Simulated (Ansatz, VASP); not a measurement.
**Sb: VASP beside Ansatz**

The input POSCAR:

```
Sb
1.0
   -1.8713408863      1.8713408863      1.8713408863
    1.8713408863     -1.8713408863      1.8713408863
    1.8713408863      1.8713408863     -1.8713408863
Sb
1
Direct
    0.0000000000      0.0000000000      0.0000000000
```

INCAR.step1

```
PREC = Accurate
ENCUT = 600
EDIFF = 1E-5
ISMEAR = -1
SIGMA = 0.05
LREAL = F
LASPH = T
NELM = 80
ALGO = Normal
LWAVE = T
LCHARG = F
GGA = PE
NBANDS = 8
```

The input INCAR.step2:

```
PREC = Accurate
ENCUT = 600
EDIFF = 1E-6
ISMEAR = -1
SIGMA = 0.05
LREAL = F
LASPH = T
NELM = 80
ALGO = Normal
ISIF = 3
LWAVE = F
LCHARG = F
GGA = PS
LHFCALC = T
AEXX = 0.25
PRECFOCK = Normal
IBRION = 2
NSW = 60
EDIFFG = -0.01
ISTART = 1
```

KPOINTS

```
regular mesh
0
Gamma
  5 5 5
```

Contents of input:

```
crystal:
  lattice:
    - [-1.8713408863, 1.8713408863, 1.8713408863]
    - [1.8713408863, -1.8713408863, 1.8713408863]
    - [1.8713408863, 1.8713408863, -1.8713408863]
  atoms:
    - { symbol: Sb, position: [0.0, 0.0, 0.0] }
hamiltonian:
  xc: { exchange: pbesol, correlation: pbesol, exx: { coeff: 0.25 } }
  pseudopotentials: { kind: paw }
kpoints:
  mp_grid: { grid: [5, 5, 5] }
scf:
  occupations: { method: fermi_dirac, width: 0.05 }
output:
  forces: true
  stress: true
  eigenvalues: true
relax:
  f_tol: 0.01
  max_steps: 40
  cell: { stress_tol: 0.05 }
```

Alike in both runs: task relaxation of cell and atoms; functional PBEsol-based global hybrid; k mesh 5 × 5 × 5; occupations fermi-dirac, width 0.05 eV; no spin polarisation.

```csv
,VASP,Ansatz
version,VASP 6.6.1,Ansatz 0.2.0
potentials or method,"VASP PAW PBE potentials, release 64 (Sb)",Ansatz PAW
plane-wave cutoff (eV),600,420
valence electrons in the cell,5,15
```

VASP gave:

- gap on the k mesh at the Fermi level, each at its own relaxed structure (eV): none
- relaxed volume (Å³/atom): 24.47
- relaxed cell length with the largest relative difference (Å): 3.168

Problem. Estimate Ansatz's values.

Solution. gap on the k mesh at the Fermi level, each at its own relaxed structure (eV): none; relaxed volume (Å³/atom): 24.84; relaxed cell length with the largest relative difference (Å): 3.184.

VASP's potentials were made for PBE, not for PBEsol-based global hybrid. A gap of «none» marks a metal or a gap that the smearing closes. VASP's potentials hold 5 valence electrons a cell and Ansatz's 15, so a difference there can come from the potentials and not from the codes.

The k mesh is coarse, so the values compare programs but aren't converged. Neither program's run includes spin-orbit coupling. Noted on Ansatz's run: the plane-wave basis is chosen anew once the cell has moved, so the energies of steps on either side of that aren't comparable.
